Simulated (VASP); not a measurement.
A run of VASP 6.6.1 is set up as follows.

File INCAR:

```
SYSTEM = BaTe
PREC     = Accurate       ! precision mode
ENCUT    = 520            ! plane-wave cutoff, eV
EDIFF    = 1E-6           ! SCF threshold, eV
ISMEAR   = 0              ! smearing method
SIGMA    = 0.05           ! smearing width, eV
LREAL    = .FALSE.        ! projectors in reciprocal space
LASPH    = .TRUE.         ! aspherical terms in the spheres
NELM     = 100            ! most SCF steps
ALGO     = Normal         ! electronic algorithm
ISIF     = 2              ! what is computed and relaxed
LWAVE    = .FALSE.        ! write WAVECAR
LCHARG   = .FALSE.        ! write CHGCAR
GGA      = PE             ! functional
NBANDS   = 24             ! bands
```

KPOINTS

```
Automatic mesh
0
G
  8 8 6
  0 0 0
```

Contents of POSCAR:

```
BaTe
1.0
    4.9670736800      0.0000000000      0.0000000000
   -2.4835368400      4.3016119893      0.0000000000
    0.0000000000      0.0000000000      8.7693174742
Ba Te
2 2
Direct
    0.3333333333      0.6666666667      0.2500000000
    0.6666666667      0.3333333333      0.7500000000
    0.0000000000      0.0000000000      0.0000000000
    0.0000000000      0.0000000000      0.5000000000
```

Potentials or basis: VASP PAW PBE potentials, release 64 (Ba_sv, Te).

Run with:

```bash
$ cat potpaw_PBE.64/Ba_sv/POTCAR potpaw_PBE.64/Te/POTCAR > POTCAR
$ mpirun -np 1 vasp_std > vasp.out
```

What does it give for the band gap on the k mesh?

1.41 eV, indirect (least direct gap 1.70 eV).

What does it give for the pressure?

-1.4 GPa.

Stress tensor (GPa, compression positive):
```
-1.32  0.00  0.00
 0.00 -1.32  0.00
 0.00  0.00 -1.43
```

Caveat: spin-orbit coupling is left out, which moves the levels of the heavy elements. A k mesh can miss the band edges.
